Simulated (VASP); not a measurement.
The system is Os.

```
CELL_PARAMETERS angstrom
2.71575 0.00000 0.00000
-1.35787 2.35191 0.00000
0.00000 0.00000 4.29071
ATOMIC_POSITIONS crystal
Os 0.66667 0.33333 0.75000
Os 0.33333 0.66667 0.25000
```

Base run:

| Item | Value |
| --- | --- |
| Program | VASP 6.6.1 |
| Functional | PBEsol |
| Dispersion | D3(BJ) |
| Potentials or basis | VASP PAW PBE potentials, release 64 (Os) |
| Cutoff | 520 eV |
| k mesh | 11 × 11 × 6 |
| Occupations | fermi-dirac, width 0.05 eV |
| Spin | no spin polarisation |

Its results: band gap on the k mesh zero (bands 8 and 9 overlap by 4.03 eV); pressure -1.1 GPa.

Q: After a change of settings the same cell gave: band gap on the k mesh zero (bands 8 and 9 overlap by 4.03 eV); pressure 24.3 GPa. Which change was it?
A. functional from PBEsol to revPBE; further incar settings from ALGO = Normal; EDIFF = 1e-06; NBANDS = 15 to ALGO = Fast; EDIFF = 1e-06; NBANDS = 15
B. functional from PBEsol to SVWN5; dispersion from D3(BJ) to none
C. functional from PBEsol to RPBE; dispersion from D3(BJ) to none
D. functional from PBEsol to BLYP; dispersion from D3(BJ) to D4

A: D.

Caveats: the PAW data sets were made with another functional, which shifts forces and pressure a little; spin-orbit coupling is left out, which moves the levels of the heavy elements; the cell stands under pressure (at least some runs).
